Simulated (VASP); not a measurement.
## Lu: single point with LDA

The system is Lu.

```
CELL_PARAMETERS angstrom
0.00000 2.89413 2.89413
2.89413 0.00000 2.89413
2.89413 2.89413 0.00000
ATOMIC_POSITIONS crystal
Lu 0.87500 0.87500 0.87500
Lu 0.12500 0.12500 0.12500
```

This isn't the form of Lu at room conditions, which is hcp.

- Program: VASP 6.6.1
- Task: single point
- Functional: LDA
- Potentials or basis: VASP PAW PBE potentials, release 64 (Lu)
- Cutoff: 520 eV
- k mesh: 12 × 12 × 12
- Occupations: fermi-dirac, width 0.05 eV
- Spin: no spin polarisation

```yaml
Pressure: 14.6 GPa
Band_gap_on_the_k_mesh: zero (bands 25 and 26 overlap by 1.56 eV)
```

Levels at points of the mesh, in eV from the Fermi level:
```csv
k point,band 22,band 23,band 24,band 25,band 26,band 27,band 28,band 29
"(0.00, 0.00, 0.00)",-5.13,-5.12,-0.41,-0.41,1.29,1.29,1.29,3.87
"(0.50, 0.00, 0.00)",-5.13,-1.98,-1.06,-0.31,-0.31,1.04,1.04,2.07
"(0.50, 0.50, 0.00)",-5.16,-1.96,-1.96,1.10,1.10,1.20,1.20,3.43
```

It took 3.3 min on 1 thread of Intel Xeon 8259CL (shared host), peak memory 0.22 GiB.

Caveat: the cell stands under pressure; the PAW data sets were made with another functional, which shifts forces and pressure a little; spin-orbit coupling is left out, which moves the levels of the heavy elements.
